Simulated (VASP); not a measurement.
# H11C20Cl in VASP: further runs

Runs on H11C20Cl. Level: LDA. Tasks: single point.

Everything below comes from runs of VASP 6.6.1. Logs are shortened: lines on timing, memory, paths and dates and some standing lists are left out, and cuts for length are marked.

## 1. The cell of the first run

The cell holds a slab with vacuum, 32 atoms: a = 5.049 Å, b = 5.049 Å, c = 16.136 Å, α = 90.00°, β = 90.00°, γ = 90.00°.

## 2. Single point, LDA

File INCAR:

```
PREC     = Accurate       # precision mode
ENCUT    = 520            # plane-wave cutoff, eV
EDIFF    = 1E-6           # SCF threshold, eV
ISMEAR   = 0              # smearing method
SIGMA    = 0.05           # smearing width, eV
LREAL    = Auto         
LASPH    = True           # aspherical terms in the spheres
NELM     = 100            # most SCF steps
ALGO     = Normal         # electronic algorithm
ISIF     = 2              # what is computed and relaxed
LWAVE    = False          # write WAVECAR
LCHARG   = False          # write CHGCAR
NBANDS   = 71             # bands
```

File KPOINTS:

```
regular mesh
0
Gamma
  2 2 1
```

File POSCAR:

```
H11C20Cl
1.0
    5.0487420000      0.0000000000      0.0000000000
    0.0000000000      5.0487420000      0.0000000000
    0.0000000000      0.0000000000     16.1355610000
H C Cl
11 20 1
Direct
    0.4277868000      0.0000000000      0.0619749000
    0.0722132000      0.0000000000      0.0619749000
    0.9277868000      0.0000000000      0.0619749000
    0.5722132000      0.0000000000      0.0619749000
    0.4277868000      0.5000000000      0.0619749000
    0.0722132000      0.5000000000      0.0619749000
    0.9277868000      0.5000000000      0.0619749000
    0.5722132000      0.5000000000      0.0619749000
    0.7500073088      0.0067728068      0.3789979168
    0.2499721512      0.4905680543      0.3790862586
    0.7500088053      0.4952820550      0.3792656626
    0.2500000000      0.0000000000      0.1013104000
    0.7500000000      0.0000000000      0.1013104000
    0.2500000000      0.5000000000      0.1013104000
    0.7500000000      0.5000000000      0.1013104000
    0.2500000000      0.2500000000      0.1566230000
    0.7500000000      0.2500000000      0.1566230000
    0.2500000000      0.7500000000      0.1566230000
    0.7500000000      0.7500000000      0.1566230000
    0.0004603293      0.2505175102      0.2068713488
    0.4995396273      0.2505212679      0.2068707326
    0.0000624063      0.7498709460      0.2153939612
    0.4999397424      0.7498806886      0.2153937447
   -0.0009699379      0.0168267522      0.2666118981
    0.5009775590      0.0168269575      0.2666116443
   -0.0001234594      0.4832610599      0.2665095702
    0.5001266154      0.4832632399      0.2665104017
    0.2500137881      0.0924375398      0.3154478828
    0.7500048183      0.0906489199      0.3160532454
    0.2499967306      0.4117923447      0.3156001850
    0.7500036389      0.4111150335      0.3161779882
    0.2500077713      0.9702218073      0.4195637431
```

Potentials or basis: VASP PAW LDA potentials, release 64 (H, C, Cl).

On the command line:

```
cat potpaw_LDA.64/H/POTCAR potpaw_LDA.64/C/POTCAR potpaw_LDA.64/Cl/POTCAR > POTCAR
mpirun -np 1 vasp_std > vasp.out
```

OUTCAR:

```text
PREC = Accurate
   ENCUT = 520
   EDIFF = 1E-6
   ISMEAR = 0
   LREAL = Auto
   LASPH = True
   NELM = 100
   ISIF = 2

 ion  position               nearest neighbor table
   1  0.428  0.000  0.062-   4 0.73  12 1.10
   2  0.072  0.000  0.062-   3 0.73  12 1.10
   3  0.928  0.000  0.062-   2 0.73  13 1.10
   4  0.572  0.000  0.062-   1 0.73  13 1.10
   5  0.428  0.500  0.062-   8 0.73  14 1.10
   6  0.072  0.500  0.062-   7 0.73  14 1.10
   7  0.928  0.500  0.062-   6 0.73  15 1.10
   8  0.572  0.500  0.062-   5 0.73  15 1.10
   9  0.750  0.007  0.379-  29 1.10
  10  0.250  0.491  0.379-  30 1.10
  11  0.750  0.495  0.379-  31 1.10
  12  0.250  0.000  0.101-   1 1.10   2 1.10  16 1.55  18 1.55
  13  0.750  0.000  0.101-   3 1.10   4 1.10  17 1.55  19 1.55
  14  0.250  0.500  0.101-   5 1.10   6 1.10  16 1.55  18 1.55
  15  0.750  0.500  0.101-   7 1.10   8 1.10  17 1.55  19 1.55
  16  0.250  0.250  0.157-  21 1.50  20 1.50  12 1.55  14 1.55
  17  0.750  0.250  0.157-  21 1.50  20 1.50  13 1.55  15 1.55
[... 12 lines left out ...]
  30  0.250  0.412  0.316-  10 1.10  26 1.53  27 1.53  28 1.61
  31  0.750  0.411  0.316-  11 1.10  26 1.54  27 1.54  29 1.62
  32  0.250  0.970  0.420-  28 1.79

  LATTYP: Found a simple tetragonal cell.
 ALAT       =     5.0487420000
 C/A-ratio  =     3.1959567354

  Lattice vectors:

 A1 = (   5.0487420000,   0.0000000000,   0.0000000000)
 A2 = (   0.0000000000,   5.0487420000,   0.0000000000)
 A3 = (   0.0000000000,   0.0000000000,  16.1355610000)

Analysis of symmetry for initial positions (statically):
=====================================================================
 Subroutine PRICEL returns:
 Original cell was already a primitive cell.

 Routine SETGRP: Setting up the symmetry group for a
 simple tetragonal supercell.

 Subroutine GETGRP returns: Found  1 space group operations
 (whereof  1 operations were pure point group operations)
 out of a pool of 16 trial point group operations.

The static configuration has the point symmetry C_1 .

Analysis of symmetry for dynamics (positions and initial velocities):
=====================================================================
 Subroutine PRICEL returns:
 Original cell was already a primitive cell.

 Routine SETGRP: Setting up the symmetry group for a
 simple tetragonal supercell.

 Subroutine GETGRP returns: Found  1 space group operations
 (whereof  1 operations were pure point group operations)
[... 144 lines left out ...]
   NSW    =      0    number of steps for IOM
   IBRION =     -1    ionic relax: 0-MD 1-quasi-New 2-CG
   NFREE  =      0    steps in history (QN), initial steepest desc. (CG)
   ISIF   =      2    stress and relaxation
   ISYM   =      2    0-nonsym 1-usesym 2-fastsym
   POTIM  = 0.5000    time-step for ionic-motion
   TEBEG  =    0.0;   TEEND  =   0.0 temperature during run
   PSTRESS=    0.0 pullay stress
   NELECT =      98.0000    total number of electrons
   NUPDOWN=      -1.0000    fix difference up-down
   EMIN   =  10.00;   EMAX   =-10.00  energy-range for DOS
   EFERMI =   0.00;   METHOD = LEGACY
   ISMEAR =     0;   SIGMA  =   0.05  broadening in eV -4-tet -1-fermi 0-gaus
   EFERMI_NEDOS =   21; number of points for ismear=-14 and -15
   IALGO  =     38    algorithm
   IMIX   =      4    mixing-type and parameters
     AMIX     =   0.40;   BMIX     =  1.00
     AMIX_MAG =   1.60;   BMIX_MAG =  1.00
  volume/ion in A,a.u.               =      12.85        86.74
  Fermi-wavevector in a.u.,A,eV,Ry     =   1.014924  1.917928 14.014954  1.030070
  Thomas-Fermi vector in A             =   2.148180
   LORBIT       =      0    0 simple, 1 ext, 2 COOP (PROOUT), +10 PAW based schemes
   GGA     = CA    functional components
   LHFCALC =     F    Hartree Fock is set to
   AEXX    =    0.0000 exact exchange contribution
   IVDW    =     0    specifies the selected vdW correction
   LEPSILON=     F    determine dielectric tensor
   LRPA    =     F    only Hartree local field effects (RPA)
 non-spin polarized calculation
 Gauss-broadening in eV      SIGMA  =   0.05
  energy-cutoff  :      520.00
  volume of cell :      411.29
 maximum number of plane-waves:     11082
 NGX is ok and might be reduce to    40
   NGX = 19   NGY = 19   NGZ = 61

 number of electron      98.0000007 magnetization

 Free energy of the ion-electron system (eV)
  ---------------------------------------------------
  ext. energy  EPLUGINS =         0.00000000
  ---------------------------------------------------
  free energy    TOTEN  =      -230.03369658 eV

  energy without entropy =     -230.03369658  energy(sigma->0) =     -230.03369658

 E-fermi :   1.3053     XC(G=0):  -5.9347

 val. band max:        1.0681512673   @ k =   0.0000   0.5000   0.0000
 cond. band min:       3.3797921422   @ k =   0.0000   0.0000   0.0000
 fundamental gap:      2.3116408749
 Fermi energy:         1.3052535796

 k-point     1 :       0.0000    0.0000    0.0000
  band No.  band energies     occupation
      1     -20.1452      2.00000
      2     -17.9552      2.00000
      3     -16.3728      2.00000
      4     -15.9061      2.00000
      5     -15.4681      2.00000
      6     -15.4100      2.00000
[... 245 lines left out ...]
     60       6.7675      0.00000
     61       6.8494      0.00000
 [bands above 61 left out]

------------------------ aborting loop because EDIFF is reached ----------------------------------------

  FORCE on cell =-STRESS in cart. coord.  units (eV):
  Direction    XX          YY          ZZ          XY          YZ          ZX
  --------------------------------------------------------------------------------------
  -------------------------------------------------------------------------------------
  Total       63.6694925    -14.4678771     -5.4991642      0.0009827      0.0489002     -0.0011183
  in kB      248.0227653    -56.3592191    -21.4218435      0.0038282      0.1904892     -0.0043565
  external PRESSURE =      56.7472342 kB  Pullay stress =       0.0000000 kB

 VOLUME and BASIS-vectors are now :
 -----------------------------------------------------------------------------
  energy-cutoff  :      520.00
  volume of cell :      411.29
      direct lattice vectors                 reciprocal lattice vectors
     5.048742000  0.000000000  0.000000000     0.198069143  0.000000000  0.000000000
     0.000000000  5.048742000  0.000000000     0.000000000  0.198069143  0.000000000
     0.000000000  0.000000000 16.135561000     0.000000000  0.000000000  0.061974914

 POSITION                                       TOTAL-FORCE (eV/Angst)
 -----------------------------------------------------------------------------------
      2.15979      0.00000      1.00000        -9.049986     -0.042650      0.078640
      0.36459      0.00000      1.00000         9.049964     -0.042609      0.078634
      4.68416      0.00000      1.00000        -9.046247     -0.043821      0.078745
      2.88896      0.00000      1.00000         9.046222     -0.043860      0.078755
      2.15979      2.52437      1.00000        -9.049728      0.043927      0.075368
      0.36459      2.52437      1.00000         9.049697      0.043960      0.075389
[... 24 lines left out ...]
      3.78657      2.07561      5.10171        -0.000243      0.002821      0.018169
      1.26222      4.89840      6.76990         0.000056      0.017217     -0.048851
 -----------------------------------------------------------------------------------
    total drift:                                0.000334      0.012741      0.026507

  FREE ENERGIE OF THE ION-ELECTRON SYSTEM (eV)
  ---------------------------------------------------
  free  energy   TOTEN  =      -230.0336965817 eV

  energy  without entropy=     -230.0336965817  energy(sigma->0) =     -230.03369658
```

stdout:

```text
POSCAR found type information on POSCAR H C Cl
 POSCAR found :  3 types and      32 ions
 scaLAPACK will be used
 LDA part: xc-table for (Slater(with rela. corr.)+CA(PZ))
 , standard interpolation
 POSCAR, INCAR and KPOINTS ok, starting setup
 FFT: planning ... GRIDC
 FFT: planning ... GRID_SOFT
 FFT: planning ... GRID
 WAVECAR not read
 entering main loop
```

It took 7.1 min on 1 thread of Intel Xeon 8259CL, shared host; peak memory 0.38 GiB.

What came out:

```yaml
Free_energy: -230.0337 eV
Largest_force: 9.050 eV/Å
Band_gap_on_the_k_mesh: 2.31 eV (least direct gap 2.35 eV)
```

Forces in eV/Å, atoms in the order of the input:
```
H   -9.050 -0.043  0.079
H    9.050 -0.043  0.079
H   -9.046 -0.044  0.079
H    9.046 -0.044  0.079
H   -9.050  0.044  0.075
H    9.050  0.044  0.075
H   -9.039  0.041  0.080
H    9.039  0.041  0.080
H    0.000 -0.023  0.030
H    0.001  0.019  0.044
H    0.000  0.017  0.044
C    0.000 -0.149  1.342
C    0.000 -0.145  1.344
C    0.000  0.143  1.341
C    0.000  0.139  1.384
C    0.000  0.024 -3.418
C    0.000 -0.089 -3.312
C    0.000  0.024  0.192
C    0.000  0.048  0.198
C    0.000  0.001 -0.017
C    0.000  0.001 -0.017
C   -0.001  0.001  0.018
C    0.001 -0.001  0.019
C    0.008 -0.046  0.009
C   -0.007 -0.045  0.009
C    0.001  0.049  0.012
C   -0.002  0.049  0.013
C   -0.002 -0.023  0.121
C    0.000  0.000  0.026
C    0.001 -0.013  0.023
C    0.000  0.003  0.018
Cl   0.000  0.017 -0.049
```

Levels at points of the mesh, in eV from the valence-band top:
| k point | band 45 | band 46 | band 47 | band 48 | band 49 | band 50 | band 51 | band 52 | band 53 | band 54 |
| --- | --- | --- | --- | --- | --- | --- | --- | --- | --- | --- |
| (0.00, 0.00, 0.00) | -2.75 | -2.43 | -2.36 | -0.44 | -0.04 | 2.31 | 2.86 | 3.42 | 3.92 | 4.00 |
| (0.50, 0.00, 0.00) | -3.07 | -2.34 | -2.33 | -2.15 | -2.14 | 3.17 | 3.51 | 3.55 | 4.19 | 4.54 |
| (0.00, 0.50, 0.00) | -3.10 | -2.71 | -2.44 | -0.21 | 0.00 | 3.01 | 3.15 | 3.19 | 3.71 | 3.85 |
| (0.50, 0.50, 0.00) | -3.24 | -2.94 | -2.87 | -2.50 | -2.42 | 3.18 | 3.98 | 4.14 | 4.20 | 4.20 |

Caveat: the k points lie up to 0.62 Å⁻¹ apart.

## 3. Single point, LDA

File INCAR:

```
PREC = Accurate
ENCUT = 520
EDIFF = 1E-6
ISMEAR = 0
SIGMA = 0.05
LREAL = Auto
LASPH = True
NELM = 60
ALGO = Normal
ISIF = 2
LWAVE = False
LCHARG = True
GGA = CA
LELF = True
LVHAR = True
NBANDS = 71
```

File KPOINTS:

```
Automatic mesh
0
Gamma
  2 2 1
```

File POSCAR:

```
H11C20Cl
1.0
    5.0487420000      0.0000000000      0.0000000000
    0.0000000000      5.0487420000      0.0000000000
    0.0000000000      0.0000000000     16.1355610000
H C Cl
11 20 1
Direct
    0.4277868800      0.0000000000      0.0619749100
    0.0722131600      0.0000000000      0.0619749100
    0.9277869200      0.0000000000      0.0619749100
    0.5722132000      0.0000000000      0.0619749100
    0.4277868800      0.5000000400      0.0619749100
    0.0722131600      0.5000000400      0.0619749100
    0.9277869200      0.5000000400      0.0619749100
    0.5722132000      0.5000000400      0.0619749100
    0.7499912188      0.0067841132      0.3790007649
    0.2500267962      0.4905769657      0.3790848535
    0.7499892633      0.4952870849      0.3792647952
    0.2500000200      0.0000000000      0.1013103900
    0.7500000600      0.0000000000      0.1013103900
    0.2500000200      0.5000000400      0.1013103900
    0.7500000600      0.5000000400      0.1013103900
    0.2500000200      0.2500000200      0.1566230000
    0.7500000600      0.2500000200      0.1566230000
    0.2500000200      0.7500000600      0.1566230000
    0.7500000600      0.7500000600      0.1566230000
    0.0004598781      0.2505216759      0.2068707257
    0.4995395011      0.2505178387      0.2068712883
    0.0000598108      0.7498813438      0.2153935203
    0.4999372050      0.7498715594      0.2153937434
   -0.0009785473      0.0168284442      0.2666119903
    0.5009694863      0.0168281482      0.2666121859
   -0.0001276592      0.4832645277      0.2665098588
    0.5001229105      0.4832622089      0.2665089271
    0.2499855583      0.0924400884      0.3154479117
    0.7499941788      0.0906512631      0.3160539788
    0.2500024073      0.4117954123      0.3155995224
    0.7499951588      0.4111175911      0.3161774432
    0.2499924719      0.9702220963      0.4195629953
```

Potentials or basis: VASP PAW LDA potentials, release 64 (H, C, Cl).

On the command line:

```
cat potpaw_LDA.64/H/POTCAR potpaw_LDA.64/C/POTCAR potpaw_LDA.64/Cl/POTCAR > POTCAR
mpirun -np 1 vasp_std > vasp.out
```

Run time: 7.2 min. Hardware: 1 thread of Intel Xeon 8259CL, shared host; peak memory 0.38 GiB.

Results (log left out):

```yaml
Free_energy: -230.0337 eV
Largest_force: 9.050 eV/Å
Band_gap_on_the_k_mesh: 2.31 eV (least direct gap 2.35 eV)
```

Forces on the atoms (eV/Å):
```
H   -9.050 -0.043  0.079
H    9.050 -0.043  0.079
H   -9.046 -0.044  0.079
H    9.046 -0.044  0.079
H   -9.050  0.044  0.075
H    9.050  0.044  0.075
H   -9.039  0.041  0.080
H    9.039  0.041  0.080
H    0.000 -0.023  0.029
H   -0.001  0.019  0.044
H    0.000  0.017  0.044
C    0.000 -0.149  1.342
C    0.000 -0.145  1.344
C    0.000  0.143  1.341
C    0.000  0.139  1.384
C    0.000  0.024 -3.418
C    0.000 -0.089 -3.312
C    0.000  0.024  0.192
C    0.000  0.048  0.197
C    0.000  0.001 -0.017
C    0.000  0.001 -0.017
C   -0.001 -0.001  0.019
C    0.001  0.001  0.018
C    0.007 -0.045  0.009
C   -0.008 -0.046  0.009
C    0.002  0.050  0.013
C   -0.001  0.049  0.012
C    0.002 -0.023  0.121
C    0.000  0.000  0.026
C   -0.001 -0.013  0.023
C    0.000  0.003  0.018
Cl   0.000  0.017 -0.049
```

Levels at points of the mesh, in eV from the valence-band top:
| k point | band 45 | band 46 | band 47 | band 48 | band 49 | band 50 | band 51 | band 52 | band 53 | band 54 |
| --- | --- | --- | --- | --- | --- | --- | --- | --- | --- | --- |
| (0.00, 0.00, 0.00) | -2.75 | -2.43 | -2.36 | -0.44 | -0.04 | 2.31 | 2.86 | 3.42 | 3.92 | 4.00 |
| (0.50, 0.00, 0.00) | -3.07 | -2.34 | -2.33 | -2.15 | -2.14 | 3.17 | 3.51 | 3.55 | 4.19 | 4.54 |
| (0.00, 0.50, 0.00) | -3.10 | -2.71 | -2.44 | -0.21 | 0.00 | 3.01 | 3.15 | 3.19 | 3.71 | 3.85 |
| (0.50, 0.50, 0.00) | -3.24 | -2.94 | -2.87 | -2.50 | -2.42 | 3.18 | 3.98 | 4.14 | 4.20 | 4.20 |

Caveat: the k points lie up to 0.62 Å⁻¹ apart.
